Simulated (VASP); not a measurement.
# ZrSi2 (Cmcm) in VASP: notebook, part 2 of 2

VASP 6.6.1. The steps go on from the part before.

### Step 3. Single point, PBE

This run uses another cell than the first one, of 13.10 Å³/atom, 0.780 times its volume.

The input, INCAR:

```
SYSTEM = ZrSi2
PREC = Accurate
ENCUT = 520
EDIFF = 1E-7
ISMEAR = 0
SIGMA = 0.1
LREAL = .FALSE.
LASPH = .TRUE.
NELM = 80
ALGO = Normal
ISIF = 2
LWAVE = .FALSE.
LCHARG = .FALSE.
GGA = PE
NBANDS = 29
```

The input, KPOINTS:

```
regular mesh
0
G
  10 10 10
  0 0 0
```

The input, POSCAR:

```
ZrSi2
1.0
    1.7382365373     -6.5270940409      0.0000000000
    1.7382365373      6.5270940409      0.0000000000
    0.0000000000      0.0000000000      3.4635381721
Zr Si
2 4
Direct
    0.8988976242      0.1011023758      0.7500000000
    0.1011023758      0.8988976242      0.2500000000
    0.5606940630      0.4393059370      0.7500000000
    0.4393059370      0.5606940630      0.2500000000
    0.2501765753      0.7498234247      0.7500000000
    0.7498234247      0.2501765753      0.2500000000
```

Potentials or basis: VASP PAW PBE potentials, release 64 (Zr_sv, Si).

The run is started by

```bash
cat potpaw_PBE.64/Zr_sv/POTCAR potpaw_PBE.64/Si/POTCAR > POTCAR
mpirun -np 1 vasp_std > vasp.out
```

OUTCAR:

```text
SYSTEM = ZrSi2
   PREC = Accurate
   ENCUT = 520
   EDIFF = 1E-7
   ISMEAR = 0
   LREAL = .FALSE.
   LASPH = .TRUE.
   NELM = 80
   ISIF = 2
   GGA = PE

 ion  position               nearest neighbor table
   1  0.899  0.101  0.750-   4 2.51   4 2.51   4 2.51   4 2.51   6 2.61   6 2.61   5 2.61   5 2.61
                             3 2.74   3 2.74   2 3.16   2 3.16
   2  0.101  0.899  0.250-   3 2.51   3 2.51   3 2.51   3 2.51   5 2.61   5 2.61   6 2.61   6 2.61
                             4 2.74   4 2.74   1 3.16   1 3.16
   3  0.561  0.439  0.750-   4 2.35   4 2.35   2 2.51   2 2.51   2 2.51   2 2.51   1 2.74   1 2.74
                             6 3.02   6 3.02   5 3.02   5 3.02
   4  0.439  0.561  0.250-   3 2.35   3 2.35   1 2.51   1 2.51   1 2.51   1 2.51   2 2.74   2 2.74
                             5 3.02   5 3.02   6 3.02   6 3.02
   5  0.250  0.750  0.750-   6 2.45   6 2.45   6 2.45   6 2.45   2 2.61   2 2.61   1 2.61   1 2.61
                             4 3.02   4 3.02   3 3.02   3 3.02
   6  0.750  0.250  0.250-   5 2.45   5 2.45   5 2.45   5 2.45   1 2.61   1 2.61   2 2.61   2 2.61
                             3 3.02   3 3.02   4 3.02   4 3.02

  LATTYP: Found a base centered orthorhombic cell.
 ALAT       =     3.4764730746
 B/A-ratio  =     3.7550091146
 C/A-ratio  =     0.9962793031

  Lattice vectors:

 A1 = (   1.7382365373,  -6.5270940409,   0.0000000000)
 A2 = (   1.7382365373,   6.5270940409,   0.0000000000)
 A3 = (   0.0000000000,   0.0000000000,   3.4635381721)

Analysis of symmetry for initial positions (statically):
=====================================================================
 Subroutine PRICEL returns:
 Original cell was already a primitive cell.

 Routine SETGRP: Setting up the symmetry group for a
 base centered orthorhombic supercell.

 Subroutine GETGRP returns: Found  8 space group operations
 (whereof  4 operations were pure point group operations)
 out of a pool of  8 trial point group operations.

The static configuration has the point symmetry C_2h.
 The point group associated with its full space group is D_2h.
[... 138 lines left out ...]
   EFERMI_NEDOS =   21; number of points for ismear=-14 and -15
   IALGO  =     38    algorithm
   IMIX   =      4    mixing-type and parameters
     AMIX     =   0.40;   BMIX     =  1.00
     AMIX_MAG =   1.60;   BMIX_MAG =  1.00
  volume/ion in A,a.u.               =      13.10        88.39
  Fermi-wavevector in a.u.,A,eV,Ry     =   1.307079  2.470022 23.244957  1.708456
  Thomas-Fermi vector in A             =   2.437838
   LORBIT       =      0    0 simple, 1 ext, 2 COOP (PROOUT), +10 PAW based schemes
   GGA     = PE    functional components
   LHFCALC =     F    Hartree Fock is set to
   AEXX    =    0.0000 exact exchange contribution
   IVDW    =     0    specifies the selected vdW correction
   LEPSILON=     F    determine dielectric tensor
   LRPA    =     F    only Hartree local field effects (RPA)
 non-spin polarized calculation
 Gauss-broadening in eV      SIGMA  =   0.10
  energy-cutoff  :      520.00
  volume of cell :       78.59
 maximum number of plane-waves:      2140
   NGX = 25   NGY = 25   NGZ = 13

 number of electron      39.9999999 magnetization

 Free energy of the ion-electron system (eV)
  ---------------------------------------------------
  ext. energy  EPLUGINS =         0.00000000
  ---------------------------------------------------
  free energy    TOTEN  =       -39.87618164 eV

  energy without entropy =      -39.87078935  energy(sigma->0) =      -39.87348549

 E-fermi :  13.2868     XC(G=0): -12.3975

 val. band max:       13.2838707866   @ k =   0.4000   0.2000   0.1000
 cond. band min:      13.2919911118   @ k =   0.5000   0.4000   0.2000
 fundamental gap:      0.0081203252
 Fermi energy:        13.2868183483

 k-point     1 :       0.0000    0.0000    0.0000
  band No.  band energies     occupation
      1     -34.6242      2.00000
      2     -34.5538      2.00000
      3     -13.2817      2.00000
      4     -12.9064      2.00000
      5     -12.8920      2.00000
      6     -12.8114      2.00000
[... 757 lines left out ...]
     28      18.3955      0.00000
     29      18.7559      0.00000

 [... further k-points ...]
[... 5 lines left out ...]
  --------------------------------------------------------------------------------------
  -------------------------------------------------------------------------------------
  Total       24.5810633     24.5585143     24.5417626      0.0000000     -0.0000000      0.0000000
  in kB      501.1093758    500.6496921    500.3081927      0.0000000     -0.0000000      0.0000000
  external PRESSURE =     500.6890868 kB  Pullay stress =       0.0000000 kB

 VOLUME and BASIS-vectors are now :
 -----------------------------------------------------------------------------
  energy-cutoff  :      520.00
  volume of cell :       78.59
      direct lattice vectors                 reciprocal lattice vectors
     1.738236537 -6.527094041  0.000000000     0.287647848 -0.076603768  0.000000000
     1.738236537  6.527094041  0.000000000     0.287647848  0.076603768  0.000000000
     0.000000000  0.000000000  3.463538172     0.000000000  0.000000000  0.288722096

 POSITION                                       TOTAL-FORCE (eV/Angst)
 -----------------------------------------------------------------------------------
      1.73824     -5.20728      2.59765         0.000000     -0.002610      0.000000
      1.73824      5.20728      0.86588         0.000000      0.002610     -0.000000
      1.73824     -0.79231      2.59765         0.000000      0.008914     -0.000000
      1.73824      0.79231      0.86588         0.000000     -0.008914     -0.000000
      1.73824      3.26124      2.59765         0.000000     -0.001934     -0.000000
      1.73824     -3.26124      0.86588         0.000000      0.001934     -0.000000
 -----------------------------------------------------------------------------------
    total drift:                                0.000000      0.000000      0.000000

  FREE ENERGIE OF THE ION-ELECTRON SYSTEM (eV)
  ---------------------------------------------------
  free  energy   TOTEN  =       -39.8761816384 eV

  energy  without entropy=      -39.8707893482  energy(sigma->0) =      -39.87348549
```

OSZICAR:

```text
N       E                     dE             d eps       ncg     rms          rms(c)
DAV:   1     0.276383762026E+03    0.27638E+03   -0.20037E+04 10788   0.133E+03
DAV:   2    -0.188196626298E+02   -0.29520E+03   -0.28709E+03 12293   0.344E+02
DAV:   3    -0.401571500115E+02   -0.21337E+02   -0.21048E+02 19409   0.703E+01
DAV:   4    -0.408566090874E+02   -0.69946E+00   -0.69721E+00 14083   0.125E+01
DAV:   5    -0.408791459094E+02   -0.22537E-01   -0.22533E-01 16639   0.188E+00    0.409E+01
DAV:   6    -0.399403877574E+02    0.93876E+00   -0.24176E+00 13233   0.902E+00    0.193E+01
DAV:   7    -0.398872742407E+02    0.53114E-01   -0.71396E-01 17038   0.413E+00    0.293E+00
DAV:   8    -0.398767784714E+02    0.10496E-01   -0.12281E-01 13040   0.195E+00    0.618E-01
DAV:   9    -0.398762516953E+02    0.52678E-03   -0.96162E-03 14340   0.604E-01    0.230E-01
DAV:  10    -0.398761954483E+02    0.56247E-04   -0.54543E-04 13865   0.171E-01    0.104E-01
DAV:  11    -0.398761918081E+02    0.36402E-05   -0.46593E-04 14930   0.130E-01    0.399E-02
DAV:  12    -0.398761815337E+02    0.10274E-04   -0.41988E-05 13001   0.473E-02    0.856E-03
DAV:  13    -0.398761815119E+02    0.21862E-07   -0.21608E-06 15506   0.826E-03    0.296E-03
DAV:  14    -0.398761816537E+02   -0.14187E-06   -0.16447E-07  9282   0.260E-03    0.783E-04
DAV:  15    -0.398761816384E+02    0.15298E-07   -0.22141E-08  7679   0.103E-03
   1 F= -.39876182E+02 E0= -.39873485E+02  d E =-.539229E-02
```

stdout:

```text
POSCAR found type information on POSCAR ZrSi
 POSCAR found :  2 types and       6 ions
 scaLAPACK will be used
 LDA part: xc-table for (Slater+PW92), standard interpolation
 POSCAR, INCAR and KPOINTS ok, starting setup
 FFT: planning ... GRIDC
 FFT: planning ... GRID_SOFT
 FFT: planning ... GRID
 WAVECAR not read
 entering main loop
```

It took 9.8 min on 1 thread of Intel Xeon Platinum 8488C (Sapphire Rapids), shared host; peak memory 0.49 GiB.

What came out:

```
Free energy            : -39.8762 eV
Pressure               : 50.1 GPa
Largest force          : 0.009 eV/Å
Band gap on the k mesh : zero (band 20 reaches 14.07 eV, above the bottom of band 21 at 12.61 eV)
```

Forces in eV/Å, atoms in the order of the input:
```
Zr   0.000 -0.003  0.000
Zr   0.000  0.003  0.000
Si   0.000  0.009  0.000
Si   0.000 -0.009  0.000
Si   0.000 -0.002  0.000
Si   0.000  0.002  0.000
```

Levels at points of the mesh, in eV from the Fermi level:
```
           k point  band 16  band 17  band 18  band 19  band 20  band 21  band 22  band 23  band 24  band 25
(0.00, 0.00, 0.00)    -2.90    -2.55    -2.34    -2.10     0.79     0.97     1.23     1.63     1.78     2.07
(0.50, 0.00, 0.00)    -3.17    -2.31    -1.19    -0.95    -0.83    -0.68     1.48     1.60     2.57     2.99
(0.50, 0.50, 0.00)    -3.30    -2.78    -1.84    -1.31     0.63     1.11     1.20     1.42     1.89     3.08
(0.00, 0.00, 0.50)    -3.36    -2.46    -2.46    -0.06    -0.06     1.17     1.17     1.87     1.87     2.57
(0.50, 0.00, 0.50)    -3.91    -2.93    -2.93    -2.68    -2.68     2.91     2.91     3.74     3.74     4.03
(0.50, 0.50, 0.50)    -3.27    -3.03    -3.03    -1.34    -1.34     0.62     0.62     2.89     2.89     3.78
```

### Step 4. Single point, PBE

This run uses another cell than the first one, of 14.45 Å³/atom, 0.860 times its volume.

The input, INCAR:

```
  ALGO = Normal
  EDIFF = 1E-6
  ENCUT = 520
  GGA = PE
  ISIF = 2
  ISMEAR = 0
  LASPH = T
  LCHARG = T
  LELF = T
  LREAL = F
  LVHAR = T
  LWAVE = F
  NBANDS = 29
  NELM = 100
  PREC = Accurate
  SIGMA = 0.1
```

The input, KPOINTS:

```
k-points
0
Gamma
  10 10 10
```

The input, POSCAR:

```
ZrSi2
1.0
    1.7793766119     -6.8641548865      0.0000000000
    1.7793766119      6.8641548865      0.0000000000
    0.0000000000      0.0000000000      3.5494901850
Zr Si
2 4
Direct
    0.8971918390      0.1028081610      0.7500000000
    0.1028081610      0.8971918390      0.2500000000
    0.5572026265      0.4427973735      0.7500000000
    0.4427973735      0.5572026265      0.2500000000
    0.2501779152      0.7498220848      0.7500000000
    0.7498220848      0.2501779152      0.2500000000
```

The run is started by

```bash
cat potpaw_PBE.64/Zr_sv/POTCAR potpaw_PBE.64/Si/POTCAR > POTCAR
mpirun -np 1 vasp_std > vasp.out
```

Wall time 11 min (1 thread of Intel Xeon Platinum 8488C (Sapphire Rapids), shared host); peak memory 0.53 GiB.

Results (log left out):

| Quantity | Value |
| --- | --- |
| Free energy | -41.7391 eV |
| Pressure | 25.1 GPa |
| Largest force | 0.012 eV/Å |
| Band gap on the k mesh | zero (band 20 reaches 12.76 eV, above the bottom of band 21 at 11.32 eV) |

Forces on the atoms (eV/Å):
```
Zr   0.000  0.002  0.000
Zr   0.000 -0.002  0.000
Si   0.000  0.012  0.000
Si   0.000 -0.012  0.000
Si   0.000 -0.001  0.000
Si   0.000  0.001  0.000
```

Levels at points of the mesh, in eV from the Fermi level:
```csv
k point,band 16,band 17,band 18,band 19,band 20,band 21,band 22,band 23,band 24,band 25
"(0.00, 0.00, 0.00)",-2.79,-2.48,-2.39,-2.24,0.49,0.98,1.35,1.67,1.71,2.16
"(0.50, 0.00, 0.00)",-2.91,-1.94,-1.54,-0.93,-0.65,-0.57,1.24,1.34,2.33,2.69
"(0.50, 0.50, 0.00)",-3.02,-2.81,-1.87,-1.40,0.86,0.92,1.23,1.38,1.86,2.70
"(0.00, 0.00, 0.50)",-2.92,-2.21,-2.21,-0.05,-0.05,0.68,0.68,1.77,1.77,2.53
"(0.50, 0.00, 0.50)",-3.90,-3.12,-3.12,-2.45,-2.45,2.63,2.63,3.52,3.52,3.74
"(0.50, 0.50, 0.50)",-3.18,-2.64,-2.64,-1.12,-1.12,0.39,0.39,2.64,2.64,3.56
```

### Step 5. Single point, PBE

This run uses another cell than the first one, of 15.47 Å³/atom, 0.921 times its volume.

The input, INCAR:

```
SYSTEM = ZrSi2
PREC = Accurate
ENCUT = 520
EDIFF = 1E-6
ISMEAR = 0
SIGMA = 0.1
LREAL = .False.
LASPH = .True.
NELM = 80
ALGO = Normal
ISIF = 2
LWAVE = .False.
LCHARG = .False.
GGA = PE
NBANDS = 29
```

The input, KPOINTS:

```
regular mesh
0
Gamma
  10 10 10
  0 0 0
```

The input, POSCAR:

```
ZrSi2
1.0
    1.8109172593     -7.1056861260      0.0000000000
    1.8109172593      7.1056861260      0.0000000000
    0.0000000000      0.0000000000      3.6064203250
Zr Si
2 4
Direct
    0.8959883487      0.1040116513      0.7500000000
    0.1040116513      0.8959883487      0.2500000000
    0.5551419373      0.4448580627      0.7500000000
    0.4448580627      0.5551419373      0.2500000000
    0.2502305748      0.7497694252      0.7500000000
    0.7497694252      0.2502305748      0.2500000000
```

The run is started by

```bash
cat potpaw_PBE.64/Zr_sv/POTCAR potpaw_PBE.64/Si/POTCAR > POTCAR
mpirun -np 1 vasp_std > vasp.out
```

Wall time 9.2 min (1 thread of Intel Xeon Platinum 8488C (Sapphire Rapids), shared host); peak memory 0.56 GiB.

It converged, with:

- Free energy: -42.4362 eV
- Pressure: 12.0 GPa
- Largest force: 0.013 eV/Å
- Band gap on the k mesh: zero (band 20 reaches 11.62 eV, above the bottom of band 21 at 10.50 eV)

Forces on the atoms (eV/Å):
```
Zr   0.000  0.003  0.000
Zr   0.000 -0.003  0.000
Si   0.000  0.013  0.000
Si   0.000 -0.013  0.000
Si   0.000  0.000  0.000
Si   0.000  0.000  0.000
```

Levels at points of the mesh, in eV from the Fermi level:
| k point | band 18 | band 19 | band 20 | band 21 | band 22 | band 23 |
| --- | --- | --- | --- | --- | --- | --- |
| (0.00, 0.00, 0.00) | -2.38 | -2.35 | 0.20 | 1.06 | 1.38 | 1.58 |
| (0.50, 0.00, 0.00) | -1.71 | -0.91 | -0.55 | -0.51 | 1.08 | 1.13 |
| (0.50, 0.50, 0.00) | -1.89 | -1.45 | 0.61 | 0.96 | 1.21 | 1.45 |
| (0.00, 0.00, 0.50) | -2.06 | -0.06 | -0.06 | 0.37 | 0.37 | 1.67 |
| (0.50, 0.00, 0.50) | -3.21 | -2.30 | -2.30 | 2.40 | 2.40 | 3.33 |
| (0.50, 0.50, 0.50) | -2.42 | -1.01 | -1.01 | 0.22 | 0.22 | 2.46 |

### Step 6. Overview

| cell | gap on the mesh (eV) | pressure (GPa) | largest force (eV/Å) |
| --- | --- | --- | --- |
| a = 7.623, b = 7.623, c = 3.679 Å, angles 90.0, 90.0, 151.9°, 6 atoms | none | 0.0 | 0.01 |
| a = 6.755, b = 6.755, c = 3.464 Å, angles 90.0, 90.0, 150.2°, 6 atoms | none | 50.1 | 0.01 |
| a = 7.091, b = 7.091, c = 3.549 Å, angles 90.0, 90.0, 150.9°, 6 atoms | none | 25.1 | 0.01 |
| a = 7.333, b = 7.333, c = 3.606 Å, angles 90.0, 90.0, 151.4°, 6 atoms | none | 12.0 | 0.01 |

Alike in all rows: task single point; level PBE; potentials or basis VASP PAW PBE potentials, release 64 (Zr_sv, Si); no spin polarisation; k mesh 10 × 10 × 10; cutoff (eV) 520; smearing gaussian 0.1 eV.

Absolute energies hang on the potentials; compare differences alone.
